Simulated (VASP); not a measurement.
Crystal: MgSnO2.

```
Mg Sn O
1.0
     4.53875    0.00000    0.00000
     0.00000    4.53875    0.00000
     0.00000    0.00000    6.12954
Mg Sn O
2 2 4
Direct
  0.50000 0.50000 0.00000
  0.50000 0.50000 0.50000
  0.00000 0.50000 0.50000
  0.50000 0.00000 0.00000
  0.00000 0.00000 0.25000
  0.00000 0.00000 0.75000
  0.50000 0.50000 0.25000
  0.50000 0.50000 0.75000
```

The cell was generated, and may not be a known phase.

* Program: VASP 6.6.1
* Task: relaxation of cell and atoms
* Functional: PBE
* Potentials or basis: VASP PAW PBE potentials, release 64 (Mg, Sn_d, O)
* Cutoff: 600 eV
* k mesh: 4 × 4 × 4
* Occupations: gaussian, width 0.1 eV
* Spin: no spin polarisation

At the start: pressure 43.1 GPa; volume 15.78 Å³/atom.

Task: Where does the relaxation end?

Result: Over 11 steps the energy falls by 768.8 meV/atom and the volume is 23.52 Å³/atom (+49.0 %); space group P4_2/mmc (No. 131, to 0.1 Å) before and after.

The path:
```tsv
step	energy change (eV)	largest force (eV/Å)	pressure (GPa)	volume (Å³)
1	0.0000	0.0000	43.13	126.27
2	-0.8061	0.0000	-7.98	215.71
3	-5.1741	0.0000	3.35	163.25
4	-5.2148	0.0000	4.65	160.49
5	-5.2202	0.0000	5.73	158.42
6	-6.0550	0.0000	1.60	177.06
7	-6.1456	0.0000	0.49	184.94
8	-6.1497	0.0000	0.22	187.03
9	-6.1496	0.0000	0.15	187.63
10	-6.1495	0.0000	-0.27	188.82
11	-6.1502	0.0000	-0.03	188.17
```

Final structure:
```xyz
8
Lattice="5.1565 0.0000 0.0000 0.0000 5.1565 0.0000 0.0000 0.0000 7.0767" Properties=species:S:1:pos:R:3 pbc="T T T"
Mg    2.5783    2.5783    0.0000
Mg    2.5783    2.5783    3.5384
Sn    0.0000    2.5783    3.5384
Sn    2.5783    0.0000    0.0000
O     0.0000    0.0000    1.7692
O     0.0000    0.0000    5.3075
O     2.5783    2.5783    1.7692
O     2.5783    2.5783    5.3075
```

Caveat: the volume moved by over 15 % at a fixed basis, so the end points are rough.
